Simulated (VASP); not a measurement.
SiC, 2 atoms in the cell. Symmetry: F-43m, No. 216, cubic system. Conventional cell: a = 3.733 Å, b = 3.733 Å, c = 3.733 Å, α = 90.00°, β = 90.00°, γ = 90.00°. Within 2.2 Å of Si (site symmetry -43m) lie 4 C at 1.62 Å. C (site symmetry -43m) has 4 Si at 1.62 Å within 2.2 Å. 

* Program: VASP 6.6.1
* Task: single point
* Functional: PBE
* Potentials or basis: VASP PAW PBE potentials, release 64 (Si, C)
* Cutoff: 600 eV
* k mesh: 16 × 16 × 16
* Occupations: gaussian, width 0.02 eV
* Spin: no spin polarisation
* Dipole correction: no
* Further INCAR settings: ALGO = Normal; EDIFF = 1e-06; NBANDS = 11

Potentials or basis: VASP PAW PBE potentials, release 64 (Si, C).

Command:

```sh
$ cat potpaw_PBE.64/Si/POTCAR potpaw_PBE.64/C/POTCAR > POTCAR
$ mpirun -np 1 vasp_std > vasp.out
```

Hardware: 1 thread of Intel Xeon 8259CL, with other jobs on the host.

Question: How long does it take, and how much memory?

Answer: Wall time 18 s on 1 thread of Intel Xeon 8259CL, with other jobs on the host, peak memory 0.15 GiB. Counts: scf iterations 11, k points 145.
